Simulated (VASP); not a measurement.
Runs of VASP 6.6.1 on SnO. The structure is that of space group Pmn2_1 (No. 31), or close to it. The cells are those of the table. 

| cell | gap on the mesh (eV) | pressure (GPa) | largest force (eV/Å) |
| --- | --- | --- | --- |
| a = 2.884, b = 5.913, c = 4.043 Å, 4 atoms | 1.27 | (c) | 1.59 |
| a = 3.003, b = 5.795, c = 3.962 Å, 4 atoms | 1.27 | (a) | 1.41 |
| a = 3.620, b = 5.823, c = 3.982 Å, 4 atoms | (b) | -7.4 | 1.18 |
| a = 3.390, b = 5.454, c = 3.729 Å, 4 atoms | 1.19 | 8.2 | 1.62 |
| a = 3.925, b = 5.593, c = 3.824 Å, 4 atoms | 1.34 | -6.2 | 0.85 |

Alike in all rows: task single point; level PBE+D3(BJ); potentials or basis VASP PAW PBE potentials, release 64 (Sn_d, O); no spin polarisation; k mesh 10 × 6 × 8; cutoff (eV) 520; smearing gaussian 0.05 eV.

**Question.** Fill in the values left out.

**Answer.** (a) 11.7; (b) 1.40; (c) 14.1.

Caveats: spin-orbit coupling is left out, which moves the levels of the heavy elements; forces of over 1 eV/Å act on the atoms, so gaps and moduli don't describe the material at rest (at least some runs); the stress differs along the axes, from 0 to 33 GPa (at least some runs); the stress differs along the axes, from 3 to 23 GPa (at least some runs); the cell stands under tension (at least some runs); the stress differs along the axes, from 5 to 13 GPa (at least some runs); the stress differs along the axes, from -12 to -3 GPa (at least some runs).

A k mesh can miss the band edges, and the runs leave out spin-orbit coupling on Sn.
